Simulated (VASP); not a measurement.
**ZnSn2N2: relaxation of the atoms with PBE**

Crystal: ZnSn2N2.

```
Sn Zn N
1.0
     3.35233    0.00000    0.00000
     0.00000    3.35233    0.00000
     0.00000    0.00000    7.98357
Sn Zn N
2 1 2
Direct
  0.50000 0.50000 0.30583
  0.50000 0.50000 0.69417
  0.00000 0.00000 0.00000
  0.00000 0.50000 0.85419
  0.50000 0.00000 0.14581
```

| Property | Result |
| --- | --- |
| Program | VASP 6.6.1 |
| Task | relaxation of the atoms |
| Functional | PBE |
| Potentials or basis | VASP PAW PBE potentials, release 64 (Sn_d, Zn, N) |
| Cutoff | 520 eV |
| k mesh | 7 × 7 × 3 |
| Occupations | fermi-dirac, width 0.05 eV |
| Spin | no spin polarisation |
| Dipole correction | no |
| Further INCAR settings | ALGO = Normal; EDIFF = 1e-06; IBRION = 2; EDIFFG = -0.01; NSW = 60 |

| Item | Value |
| --- | --- |
| Energy gained by relaxing | 0.1 meV/atom |
| Ionic steps | 6 |
| Pressure after relaxing | 0.5 GPa |
| Band gap on the k mesh | zero (band 25 reaches 5.96 eV, above the bottom of band 26 at 4.68 eV) |

Forces on the atoms (eV/Å):
```
Sn   0.000  0.000 -0.001
Sn   0.000  0.000  0.001
Zn   0.000  0.000  0.000
N    0.000  0.000 -0.003
N    0.000  0.000  0.003
```

Stress tensor (GPa, compression positive):
```
0.36 0.00 0.00
0.00 0.36 0.00
0.00 0.00 0.91
```

Step by step:
| step | energy change (eV) | largest force (eV/Å) | pressure (GPa) |
| --- | --- | --- | --- |
| 1 | 0.0000 | 0.0803 | 0.74 |
| 2 | -0.0003 | 0.0302 | 0.59 |
| 3 | -0.0003 | 0.0207 | 0.63 |
| 4 | -0.0003 | 0.0221 | 0.60 |
| 5 | -0.0004 | 0.0167 | 0.58 |
| 6 | -0.0004 | 0.0028 | 0.55 |

Final structure:
```cif
data_structure
_symmetry_space_group_name_H-M 'P 1'
_symmetry_Int_Tables_number 1
_cell_length_a 3.3523
_cell_length_b 3.3523
_cell_length_c 7.9836
_cell_angle_alpha 90.000
_cell_angle_beta 90.000
_cell_angle_gamma 90.000
_cell_volume 89.72
loop_
_atom_site_label
_atom_site_type_symbol
_atom_site_fract_x
_atom_site_fract_y
_atom_site_fract_z
_atom_site_occupancy
Sn1 Sn 0.50000 0.50000 0.30658 1
Sn2 Sn 0.50000 0.50000 0.69342 1
Zn1 Zn 0.00000 0.00000 0.00000 1
N1 N 0.00000 0.50000 0.85403 1
N2 N 0.50000 0.00000 0.14597 1
```

Levels at points of the mesh, in eV from the Fermi level:
| k point | band 23 | band 24 | band 25 | band 26 | band 27 | band 28 |
| --- | --- | --- | --- | --- | --- | --- |
| (0.00, 0.00, 0.00) | -1.15 | -1.15 | 0.36 | 0.70 | 3.25 | 5.46 |

Run time: 6.2 min on 1 thread of Intel Xeon 8259CL, on a shared host, peak memory 0.24 GiB.

Caveat: spin-orbit coupling is left out, which moves the levels of the heavy elements.
